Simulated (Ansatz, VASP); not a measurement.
## BaTiO3 in VASP and in Ansatz

```xyz
5
Lattice="4.0060 0.0000 0.0000 0.0000 4.0060 0.0000 0.0000 0.0000 3.9659" Properties=species:S:1:pos:R:3 pbc="T T T"
Ba    2.0030    2.0030    1.9830
Ti    0.0000    0.0000    0.0000
O     2.0030    0.0000    0.0000
O     0.0000    2.0030    0.0000
O     0.0000    0.0000    1.9830
```

Change from the starting cell: z stretched by -1 %, ions relaxed.

Alike in both runs: functional PBE; k mesh 8 × 8 × 8; occupations fermi-dirac, width 0.02 eV; no spin polarisation.

Ansatz relaxed the structure, and its values are those at the end. VASP's run is a single point on that final structure, the one shown.

|  | VASP | Ansatz |
| --- | --- | --- |
| version | VASP 6.6.1 | Ansatz 0.2.0 |
| potentials or method | VASP PAW PBE potentials, release 64 (Ba_sv, Ti_sv, O) | plane-wave PAW, scalar-relativistic |
| plane-wave cutoff (eV) | 520 | 420 |
| valence electrons in the cell | 40 | 40 |

Ansatz gave:

- gap on the k mesh at the Fermi level (eV): 1.81
- pressure (GPa): 3.4

Q: What did VASP give for the same quantities?

A: gap on the k mesh at the Fermi level (eV): 1.74; pressure (GPa): 5.3.

The functional is the same, so the differences come from potentials, cutoffs and numerics. Ansatz's warnings: stress scf threshold loose.

Spin-orbit coupling is off throughout.
